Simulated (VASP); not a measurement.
Here is a VASP 6.6.1 calculation.

Contents of INCAR:

```
SYSTEM = Ga
  PREC = Accurate
  ENCUT = 500
  EDIFF = 1E-6
  ISMEAR = 0
  SIGMA = 0.1
  LREAL = .False.
  LASPH = .True.
  NELM = 200
  ALGO = Normal
  ISIF = 2
  LWAVE = .False.
  LCHARG = .False.
  ISPIN = 2
  MAGMOM = 0.5
  LORBIT = 11
  GGA = LIBXC
  LIBXC1 = GGA_X_PBE_R
  LIBXC2 = LDA_C_PW
  NBANDS = 16
  GGA_COMPAT = .False.
```

File KPOINTS:

```
regular mesh
0
Gamma
  13 13 13
  0 0 0
```

File POSCAR:

```
Ga
1.0
   -1.3935671902      1.3935671902      2.3265304007
    1.3935671902     -1.3935671902      2.3265304007
    1.3935671902      1.3935671902     -2.3265304007
Ga
1
Direct
    0.0000000000      0.0000000000      0.0000000000
```

Potentials or basis: VASP PAW PBE potentials, release 64 (Ga_d).

The run is started by

```sh
$ cat potpaw_PBE.64/Ga_d/POTCAR > POTCAR
$ mpirun -np 1 vasp_std > vasp.out
```

Predict the net moment.

0.00 μB per cell.

Predict the pressure.

12.0 GPa.

Stress tensor (GPa, compression positive):
```
12.05  0.00  0.00
 0.00 12.05  0.00
 0.00  0.00 11.91
```

Caveat: the cell stands under pressure; the PAW data sets were made with another functional, which shifts forces and pressure a little.
